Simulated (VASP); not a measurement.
## ZnO: single point with PBEsol

ZnO:

```xyz
4
Lattice="3.4199 0.0000 0.0000 -1.7099 2.9617 0.0000 0.0000 0.0000 4.4565" Properties=species:S:1:pos:R:3 pbc="T T T"
Zn    0.0000    1.9745    0.0000
Zn    1.7099    0.9872    2.2282
O     0.0000    1.9745    2.2282
O     1.7099    0.9872    4.4565
```

```
Program                : VASP 6.6.1
Task                   : single point
Functional             : PBEsol
Potentials or basis    : VASP PAW PBE potentials, release 64 (Zn, O)
Cutoff                 : 600 eV
k mesh                 : 6 × 6 × 2
Occupations            : gaussian, width 0.02 eV
Spin                   : no spin polarisation
Dipole correction      : no
Further INCAR settings : ALGO = Normal; EDIFF = 1e-06; NBANDS = 26
```

```
Pressure               : 0.9 GPa
Band gap on the k mesh : 0.89 eV (least direct gap 0.97 eV)
```

Stress tensor (GPa, compression positive):
```
1.06 0.00 0.00
0.00 1.06 0.00
0.00 0.00 0.57
```

Levels at points of the mesh, in eV from the valence-band top:
```csv
k point,band 15,band 16,band 17,band 18,band 19,band 20,band 21,band 22
"(0.00, 0.00, 0.00)",-0.85,-0.85,-0.08,-0.08,0.89,4.83,9.89,11.29
"(0.50, 0.00, 0.00)",-2.71,-2.57,-1.55,-1.34,5.81,6.32,7.80,9.47
"(0.00, 0.00, 0.50)",-0.40,-0.40,-0.40,-0.40,4.31,4.31,11.42,11.42
"(0.50, 0.00, 0.50)",-1.91,-1.91,-0.36,-0.36,6.01,6.01,8.75,8.75
```

Run time: 9.6 s on 1 thread of Intel(R) Xeon(R) 6975P-C (Granite Rapids), with other jobs on the host, peak memory 0.17 GiB.

Caveat: the k points lie up to 0.70 Å⁻¹ apart; the PAW data sets were made with another functional, which shifts forces and pressure a little. A k mesh can miss the band edges.
